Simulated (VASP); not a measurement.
Wanted: the native input for a VASP 6.6.1 run.

```yaml
Task: single point
Functional: PBE
Dispersion: D4
Potentials_or_basis: VASP PAW PBE potentials, release 64 (I)
Cutoff: 520 eV
k_mesh: 9 × 9 × 9
Occupations: fermi-dirac, width 0.05 eV
Spin: no spin polarisation
Dipole_correction: no
Further_INCAR_settings: ALGO = Normal; EDIFF = 1e-06; NBANDS = 10
```

The structure of I lies in POSCAR:

```
I
1.0
    0.0000000000      2.2932644730      3.6356276409
    2.2255168066      0.0000000000      3.6356276409
    2.2255168066      2.2932644730      0.0000000000
I
1
Direct
    0.0000000000      0.0000000000      0.0000000000
```

The input as run:

INCAR

```
SYSTEM = I
PREC     = Accurate       ! precision mode
ENCUT    = 520            ! plane-wave cutoff, eV
EDIFF    = 1E-6           ! SCF threshold, eV
ISMEAR   = -1             ! smearing method
SIGMA    = 0.05           ! smearing width, eV
LREAL    = .FALSE.        ! projectors in reciprocal space
LASPH    = .TRUE.         ! aspherical terms in the spheres
NELM     = 60             ! most SCF steps
ALGO     = Normal         ! electronic algorithm
ISIF     = 2              ! what is computed and relaxed
LWAVE    = .FALSE.        ! write WAVECAR
LCHARG   = .TRUE.         ! write CHGCAR
GGA      = PE             ! functional
IVDW     = 13             ! dispersion correction
LELF     = .TRUE.         ! ELF
LVHAR    = .TRUE.       
NBANDS   = 10             ! bands
```

KPOINTS

```
regular mesh
0
G
  9 9 9
  0 0 0
```

Potentials or basis: VASP PAW PBE potentials, release 64 (I).

Launch:

```bash
$ cat potpaw_PBE.64/I/POTCAR > POTCAR
$ mpirun -np 1 vasp_std > vasp.out
```

Results of the run:

| Item | Value |
| --- | --- |
| Pressure | 0.0 GPa |
| Dispersion energy per atom | -0.388 eV |

Caveat: an odd number of electrons without spin polarisation forces a metal; a magnetic or distorted state may lie lower; pairwise dispersion overbinds metals, which lowers pressure and volume.

It took 26 s on 1 thread of Intel Xeon 6975P-C, on a shared host, peak memory 0.19 GiB.
